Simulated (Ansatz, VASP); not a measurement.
## Ir4Pt3 in VASP and in Ansatz

```xyz
7
Lattice="5.1033 0.0000 0.0000 0.0000 5.1033 0.0000 0.0000 0.0000 5.1033" Properties=species:S:1:pos:R:3 pbc="T T T"
Ir    0.0000    2.5516    2.5516
Ir    2.5516    0.0000    2.5516
Ir    2.5516    2.5516    0.0000
Ir    2.5516    2.5516    2.5516
Pt    2.5516    0.0000    0.0000
Pt    0.0000    2.5516    0.0000
Pt    0.0000    0.0000    2.5516
```

Alike in both runs: functional PBE; k mesh 4 × 4 × 4; occupations gaussian, width 0.2 eV; no spin polarisation.

Ansatz relaxed the structure, and its values are those at the end. VASP's run is a single point on that final structure, the one shown.

|  | VASP | Ansatz |
| --- | --- | --- |
| version | VASP 6.6.1 | Ansatz 0.2.0 |
| potentials or method | VASP PAW PBE potentials, release 64 (Ir, Pt), cutoff 500 eV | scalar-relativistic, plane waves, PAW |
| valence electrons in the cell | 66 | 122 |

Ansatz gave:

| Property | Result |
| --- | --- |
| gap on the k mesh at the Fermi level (eV) | none |
| pressure (GPa) | 0.1 |

Problem. Estimate VASP's values.

Solution. gap on the k mesh at the Fermi level (eV): none; pressure (GPa): 0.0.

A gap of «none» marks a metal or a gap that the smearing closes. VASP's potentials hold 66 valence electrons a cell and Ansatz's 122, so a difference there can come from the potentials and not from the codes.

Neither program's run includes spin-orbit coupling.
